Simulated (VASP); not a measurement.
# YTe (P-6m2) in VASP: notebook

Runs on YTe. Level: LDA. Tasks: single point.

Program: VASP 6.6.1. These are calculated values, not measurements. Logs are shortened: lines on timing, memory, paths and dates and some standing lists are left out, and cuts for length are marked.

## Step 1: The cell of the first run

The structure is hexagonal, space group P-6m2 (No. 187). The conventional cell has a = 4.025 Å, b = 4.025 Å, c = 3.979 Å, α = 90.00°, β = 90.00°, γ = 120.00°. Within 4.0 Å of Y (site symmetry -6m2) lie 6 Te at 3.06 Å and 2 Y at 3.98 Å. Te (site symmetry -6m2) has 6 Y at 3.06 Å and 2 Te at 3.98 Å within 4.0 Å.

## Step 2: Single point, LDA

INCAR reads:

```
SYSTEM = YTe
PREC     = Accurate       ! precision mode
ENCUT    = 520            ! plane-wave cutoff, eV
EDIFF    = 1E-6           ! SCF threshold, eV
ISMEAR   = 1              ! smearing method
SIGMA    = 0.05           ! smearing width, eV
LREAL    = .False.        ! projectors in reciprocal space
LASPH    = .True.         ! aspherical terms in the spheres
NELM     = 100            ! most SCF steps
ALGO     = Normal         ! electronic algorithm
ISIF     = 2              ! what is computed and relaxed
LWAVE    = .False.        ! write WAVECAR
LCHARG   = .True.         ! write CHGCAR
LELF     = .True.         ! ELF
LVHAR    = .True.       
NBANDS   = 16             ! bands
```

KPOINTS reads:

```
Automatic mesh
0
Gamma
  8 8 7
  0 0 0
```

POSCAR reads:

```
YTe
1.0
    4.0252114018      0.0000000000      0.0000000000
   -2.0126057009      3.4859355348      0.0000000000
    0.0000000000      0.0000000000      3.9787515918
Y Te
1 1
Direct
    0.3333333333      0.6666666667      0.0000000000
    0.6666666667      0.3333333333      0.5000000000
```

Potentials or basis: VASP PAW LDA potentials, release 64 (Y_sv, Te).

Launch:

```
$ cat potpaw_LDA.64/Y_sv/POTCAR potpaw_LDA.64/Te/POTCAR > POTCAR
$ mpirun -np 1 vasp_std > vasp.out
```

OUTCAR:

```text
SYSTEM = YTe
   PREC = Accurate
   ENCUT = 520
   EDIFF = 1E-6
   ISMEAR = 1
   LREAL = .False.
   LASPH = .True.
   NELM = 100
   ISIF = 2

 ion  position               nearest neighbor table
   1  0.333  0.667  0.000-   2 3.06   2 3.06   2 3.06   2 3.06   2 3.06   2 3.06
   2  0.667  0.333  0.500-   1 3.06   1 3.06   1 3.06   1 3.06   1 3.06   1 3.06

  LATTYP: Found a hexagonal cell.
 ALAT       =     4.0252114018
 C/A-ratio  =     0.9884577963

  Lattice vectors:

 A1 = (   4.0252114018,   0.0000000000,   0.0000000000)
 A2 = (  -2.0126057009,   3.4859355348,   0.0000000000)
 A3 = (   0.0000000000,   0.0000000000,   3.9787515918)

Analysis of symmetry for initial positions (statically):
=====================================================================
 Subroutine PRICEL returns:
 Original cell was already a primitive cell.

 Routine SETGRP: Setting up the symmetry group for a
 hexagonal supercell.

 Subroutine GETGRP returns: Found 12 space group operations
 (whereof 12 operations were pure point group operations)
 out of a pool of 24 trial point group operations.

The static configuration has the point symmetry D_3h.

Analysis of symmetry for dynamics (positions and initial velocities):
=====================================================================
 Subroutine PRICEL returns:
 Original cell was already a primitive cell.

 Routine SETGRP: Setting up the symmetry group for a
 hexagonal supercell.

 Subroutine GETGRP returns: Found 12 space group operations
 (whereof 12 operations were pure point group operations)
 out of a pool of 24 trial point group operations.

The dynamic configuration has the point symmetry D_3h.

 Subroutine INISYM returns: Found 12 space group operations
 (whereof 12 operations are pure point group operations),
 and found     1 'primitive' translations

----------------------------------------------------------------------------------------

                                     Primitive cell

  volume of cell :      55.8284

  direct lattice vectors                    reciprocal lattice vectors
     4.025211402  0.000000000  0.000000000     0.248434157  0.143433519  0.000000000
    -2.012605701  3.485935535  0.000000000     0.000000000  0.286867038  0.000000000
     0.000000000  0.000000000  3.978751592     0.000000000  0.000000000  0.251335118

  length of vectors
     4.025211402  4.025211580  3.978751592     0.286867050  0.286867038  0.251335118

  position of ions in fractional coordinates (direct lattice)
     0.333333333  0.666666667  0.000000000
     0.666666667  0.333333333  0.500000000

  ion indices of the primitive-cell ions
   primitive index   ion index
                 1           1
                 2           2

----------------------------------------------------------------------------------------

 KPOINTS: Automatic mesh

Automatic generation of k-mesh.
 Grid dimensions read from file:
 generate k-points for:    8    8    7

 Generating k-lattice:

  Cartesian coordinates                     Fractional coordinates (reciprocal lattice)
     0.031054270  0.017929190  0.000000000     0.125000000  0.000000000  0.000000000
     0.000000000  0.035858380  0.000000000     0.000000000  0.125000000  0.000000000
     0.000000000  0.000000000  0.035905017     0.000000000  0.000000000  0.142857143

  Length of vectors
     0.035858381  0.035858380  0.035905017

  Shift w.r.t. Gamma in fractional coordinates (k-lattice)
     0.000000000  0.000000000  0.000000000

 Subroutine IBZKPT returns following result:
 ===========================================

 Found     40 irreducible k-points:

 Following reciprocal coordinates:
            Coordinates               Weight
  0.000000  0.000000  0.000000      1.000000
  0.125000 -0.000000  0.000000      6.000000
  0.250000 -0.000000  0.000000      6.000000
  0.375000 -0.000000  0.000000      6.000000
  0.500000 -0.000000  0.000000      3.000000
  0.125000  0.125000  0.000000      6.000000
[... 16 lines left out ...]
  0.250000 -0.000000  0.285714     12.000000
  0.375000 -0.000000  0.285714     12.000000
 [... further k-points ...]
   k-points           NKPTS =     40   k-points in BZ     NKDIM =     40   number of bands    NBANDS=     16
   number of dos      NEDOS =    301   number of ions     NIONS =      2
   total plane-waves  NPLWV =  27000
   dimension x,y,z NGX =    30 NGY =   30 NGZ =   30
   dimension x,y,z NGXF=    60 NGYF=   60 NGZF=   60
   ions per type =               1   1
   NGX,Y,Z   is equivalent  to a cutoff of  12.39, 12.39, 12.54 a.u.
   NGXF,Y,Z  is equivalent  to a cutoff of  24.78, 24.78, 25.07 a.u.
 SYSTEM =  YTe
   PREC   = accura    normal or accurate (medium, high low for compatibility)
   ISTART =      0    job   : 0-new  1-cont  2-samecut
   ICHARG =      2    charge: 1-file 2-atom 10-const
   ISPIN  =      1    spin polarized calculation?
   LNONCOLLINEAR =      F non collinear calculations
   LSORBIT =      F    spin-orbit coupling
   LASPH  =      T    aspherical Exc in radial PAW
   ENCUT  =  520.0 eV  38.22 Ry    6.18 a.u.   7.48  7.48  7.40*2*pi/ulx,y,z
   NELM   =    100;   NELMIN=  2; NELMDL= -5     # of ELM steps
   EDIFF  = 0.1E-05   stopping-criterion for ELM
   LREAL  =      F    real-space projection
[... 7 lines left out ...]
   TEBEG  =    0.0;   TEEND  =   0.0 temperature during run
   PSTRESS=    0.0 pullay stress
   NELECT =      17.0000    total number of electrons
   NUPDOWN=      -1.0000    fix difference up-down
   EMIN   =  10.00;   EMAX   =-10.00  energy-range for DOS
   EFERMI =   0.00;   METHOD = LEGACY
   ISMEAR =     1;   SIGMA  =   0.05  broadening in eV -4-tet -1-fermi 0-gaus
   EFERMI_NEDOS =   21; number of points for ismear=-14 and -15
   IALGO  =     38    algorithm
   IMIX   =      4    mixing-type and parameters
     AMIX     =   0.40;   BMIX     =  1.00
     AMIX_MAG =   1.60;   BMIX_MAG =  1.00
  volume/ion in A,a.u.               =      27.91       188.37
  Fermi-wavevector in a.u.,A,eV,Ry     =   1.101386  2.081318 16.504560  1.213051
  Thomas-Fermi vector in A             =   2.237812
   LORBIT       =      0    0 simple, 1 ext, 2 COOP (PROOUT), +10 PAW based schemes
   GGA     = CA    functional components
   LHFCALC =     F    Hartree Fock is set to
   AEXX    =    0.0000 exact exchange contribution
   IVDW    =     0    specifies the selected vdW correction
   LEPSILON=     F    determine dielectric tensor
   LRPA    =     F    only Hartree local field effects (RPA)
 non-spin polarized calculation
 Methfessel and Paxton  Order N= 1 SIGMA  =   0.05
  energy-cutoff  :      520.00
  volume of cell :       55.83
 maximum number of plane-waves:      1527
 NGX is ok and might be reduce to    30
   NGX = 15   NGY = 15   NGZ = 15

 number of electron      17.0000001 magnetization

 Free energy of the ion-electron system (eV)
  ---------------------------------------------------
  ext. energy  EPLUGINS =         0.00000000
  ---------------------------------------------------
  free energy    TOTEN  =       -13.51516158 eV

  energy without entropy =      -13.51458177  energy(sigma->0) =      -13.51496831

 E-fermi :   6.2317     XC(G=0): -10.1831

 val. band max:        6.2151430735   @ k =   0.3750   0.1250   0.1429
 cond. band min:       6.2342335642   @ k =   0.2500  -0.0000   0.4286
 fundamental gap:      0.0190904907
 Fermi energy:         6.2316888433

 k-point     1 :       0.0000    0.0000    0.0000
  band No.  band energies     occupation
      1     -36.4903      2.00000
      2     -16.5948      2.00000
      3     -16.5948      2.00000
      4     -16.5938      2.00000
      5      -6.3843      2.00000
      6       4.1152      2.00000
[... 8 lines left out ...]
     15      12.4281      0.00000
     16      13.3868      0.00000

 k-point     2 :       0.1250   -0.0000    0.0000
  band No.  band energies     occupation
      1     -36.4886      2.00000
      2     -16.6241      2.00000
      3     -16.6011      2.00000
      4     -16.5892      2.00000
      5      -6.2472      2.00000
      6       3.4022      2.00000
[... 8 lines left out ...]
     15      12.4287      0.00000
     16      13.9387      0.00000

 k-point     3 :       0.2500   -0.0000    0.0000
  band No.  band energies     occupation
      1     -36.4845      2.00000
      2     -16.6935      2.00000
      3     -16.6162      2.00000
      4     -16.5781      2.00000
      5      -5.8898      2.00000
      6       2.1758      2.00000
[... 8 lines left out ...]
     15      12.9984      0.00000
     16      14.4435      0.00000

 k-point     4 :       0.3750   -0.0000    0.0000
  band No.  band energies     occupation
      1     -36.4805      2.00000
      2     -16.7613      2.00000
      3     -16.6313      2.00000
      4     -16.5670      2.00000
      5      -5.4811      2.00000
      6       1.1817      2.00000
[... 8 lines left out ...]
     15      12.8182      0.00000
     16      14.9269      0.00000

 k-point     5 :       0.5000   -0.0000    0.0000
  band No.  band energies     occupation
      1     -36.4788      2.00000
      2     -16.7889      2.00000
      3     -16.6375      2.00000
      4     -16.5624      2.00000
      5      -5.2901      2.00000
      6       0.7912      2.00000
[... 8 lines left out ...]
     15      11.9518      0.00000
     16      15.3238      0.00000

 k-point     6 :       0.1250    0.1250    0.0000
  band No.  band energies     occupation
      1     -36.4857      2.00000
      2     -16.6703      2.00000
      3     -16.6149      2.00000
      4     -16.5814      2.00000
      5      -5.9992      2.00000
      6       2.5599      2.00000
[... 8 lines left out ...]
     15      12.6625      0.00000
     16      14.4628      0.00000
[... 267 lines left out ...]
 k-point    21 :       0.0000    0.0000    0.2857
  band No.  band energies     occupation
      1     -36.4859      2.00000
      2     -16.7056      2.00000
      3     -16.5858      2.00000
      4     -16.5858      2.00000
      5      -5.8191      2.00000
      6       1.4339      2.00000
[... 8 lines left out ...]
     15      14.0707      0.00000
     16      14.3185      0.00000

 k-point    22 :       0.1250   -0.0000    0.2857
  band No.  band energies     occupation
      1     -36.4842      2.00000
      2     -16.6981      2.00000
      3     -16.6120      2.00000
      4     -16.5915      2.00000
      5      -5.7350      2.00000
      6       1.5502      2.00000
[... 8 lines left out ...]
     15      12.9721      0.00000
     16      14.2887      0.00000

 k-point    23 :       0.2500   -0.0000    0.2857
  band No.  band energies     occupation
      1     -36.4802      2.00000
      2     -16.6863      2.00000
      3     -16.6680      2.00000
      4     -16.6053      2.00000
      5      -5.5203      2.00000
      6       1.7749      2.00000
[... 8 lines left out ...]
     15      12.6980      0.00000
     16      14.3448      0.00000

 k-point    24 :       0.3750   -0.0000    0.2857
  band No.  band energies     occupation
      1     -36.4763      2.00000
      2     -16.7388      2.00000
      3     -16.6584      2.00000
      4     -16.6191      2.00000
      5      -5.2842      2.00000
      6       1.5244      2.00000
[... 8 lines left out ...]
     15      13.0494      0.00000
     16      14.4905      0.00000

 [... further k-points ...]
[... 5 lines left out ...]
  --------------------------------------------------------------------------------------
  -------------------------------------------------------------------------------------
  Total       -0.1944280     -0.1944280     -0.3036547     -0.0000000      0.0000000      0.0000000
  in kB       -5.5797473     -5.5797480     -8.7143657     -0.0000000      0.0000000      0.0000000
  external PRESSURE =      -6.6246204 kB  Pullay stress =       0.0000000 kB

 VOLUME and BASIS-vectors are now :
 -----------------------------------------------------------------------------
  energy-cutoff  :      520.00
  volume of cell :       55.83
      direct lattice vectors                 reciprocal lattice vectors
     4.025211402  0.000000000  0.000000000     0.248434157  0.143433519  0.000000000
    -2.012605701  3.485935535  0.000000000     0.000000000  0.286867038  0.000000000
     0.000000000  0.000000000  3.978751592     0.000000000  0.000000000  0.251335118

 POSITION                                       TOTAL-FORCE (eV/Angst)
 -----------------------------------------------------------------------------------
     -0.00000      2.32396      0.00000         0.000000     -0.000000      0.000000
      2.01261      1.16198      1.98938        -0.000000      0.000000      0.000000
 -----------------------------------------------------------------------------------
    total drift:                                0.000000      0.000001     -0.000000

  FREE ENERGIE OF THE ION-ELECTRON SYSTEM (eV)
  ---------------------------------------------------
  free  energy   TOTEN  =       -13.5151615788 eV

  energy  without entropy=      -13.5145817699  energy(sigma->0) =      -13.51496831
```

Run time: 32 s. Hardware: 1 thread of Intel Xeon Platinum 8259CL at 2.50GHz (Skylake/Cascade Lake), shared host; peak memory 0.18 GiB.

What came out:

```yaml
Free_energy: -13.5152 eV
Pressure: -0.7 GPa
```

Caveat: spin-orbit coupling is left out, which moves the levels of the heavy elements.

## Step 3: Single point, LDA

This run uses another cell than the first one, of 28.51 Å³/atom, 1.021 times its volume.

INCAR reads:

```
SYSTEM = YTe
PREC = Accurate
ENCUT = 520
EDIFF = 1E-6
ISMEAR = 1
SIGMA = 0.05
LREAL = .False.
LASPH = .True.
NELM = 60
ALGO = Normal
ISIF = 2
LWAVE = .False.
LCHARG = .False.
NBANDS = 16
```

KPOINTS is that of step 2.

POSCAR reads:

```
YTe
1.0
    4.0535588949      0.0000000000      0.0000000000
   -2.0267794475      3.5104851854      0.0000000000
    0.0000000000      0.0000000000      4.0067718924
Y Te
1 1
Direct
    0.3333333333      0.6666666667      0.0000000000
    0.6666666667      0.3333333333      0.5000000000
```

Potentials or basis: VASP PAW LDA potentials, release 64 (Y_sv, Te).

Launch:

```
$ cat potpaw_LDA.64/Y_sv/POTCAR potpaw_LDA.64/Te/POTCAR > POTCAR
$ mpirun -np 1 vasp_std > vasp.out
```

Run time: 40 s. Hardware: 1 thread of Intel Xeon Platinum 8259CL at 2.50GHz (Skylake/Cascade Lake), shared host; peak memory 0.19 GiB.

It converged, with:

| Item | Value |
| --- | --- |
| Free energy | -13.5050 eV |
| Pressure | -2.1 GPa |

Stress tensor (GPa, compression positive):
```
-1.84  0.00  0.00
 0.00 -1.84  0.00
 0.00  0.00 -2.49
```

Levels at points of the mesh, in eV from the Fermi level:
```tsv
k point	band 4	band 5	band 6	band 7	band 8	band 9	band 10	band 11	band 12	band 13
(0.00, 0.00, 0.00)	-22.90	-12.55	-2.12	-2.12	-1.87	-1.07	1.85	2.52	2.52	3.16
(0.50, 0.00, 0.00)	-22.87	-11.51	-5.38	-2.61	-2.04	-0.75	2.07	3.29	3.35	3.53
```

Caveat: spin-orbit coupling is left out, which moves the levels of the heavy elements.

(Continued in part 2 of 2.)
